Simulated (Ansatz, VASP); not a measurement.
**Al3GaN4 in VASP and in Ansatz**

```xyz
16
Lattice="0.0000 0.0000 -5.0438 3.1296 5.4207 0.0000 3.1269 -5.4191 0.0000" Properties=species:S:1:pos:R:3 pbc="T T T"
Al    1.5713   -0.8951   -0.0134
Al    3.1293   -3.6136   -0.0146
Al    3.1256    1.7971   -0.0134
Al    3.1204   -1.8137   -2.5353
Al    1.5624    0.9048   -2.5365
Al    4.6957    0.9148   -2.5353
Ga    4.6830   -0.8968   -0.0079
Ga    3.1383    3.6088   -2.5297
N     1.5976   -0.8814   -3.1569
N     3.1294   -3.6137   -3.1473
N     3.1269    1.7674   -3.1569
N     4.6613   -0.8843   -3.0991
N     3.0941   -1.8274   -0.6350
N     1.5623    0.9049   -0.6254
N     4.6944    0.9445   -0.6350
N     3.1600    3.5962   -0.5772
```

Alike in both runs: functional PBEsol; k mesh 4 × 6 × 6; occupations gaussian, width 0.1 eV; no spin polarisation.

Ansatz relaxed the structure, and its values are those at the end. VASP's run is a single point on that final structure, the one shown.

```csv
,VASP,Ansatz
version,VASP 6.6.1,Ansatz 0.2.0
potentials or method,"VASP PAW PBE potentials, release 64 (Al, Ga_d, N), cutoff 520 eV","scalar-relativistic, plane waves, PAW"
valence electrons in the cell,84,84
```

|  | VASP | Ansatz | Ansatz less VASP |
| --- | --- | --- | --- |
| gap on the k mesh at the Fermi level (eV) | 3.51 | 3.49 | -0.017 |
| least direct gap on the mesh (eV) | 3.51 | 3.49 | -0.017 |
| pressure (GPa) | 0.0 | 0.0 | +0.06 |
| rms of the force components (eV/Å) | 0.005 | 0.003 | -0.0016 |

VASP's potentials were made for PBE, not for PBEsol. With one functional, cell and mesh, what is left measures potentials, basis and numerics.
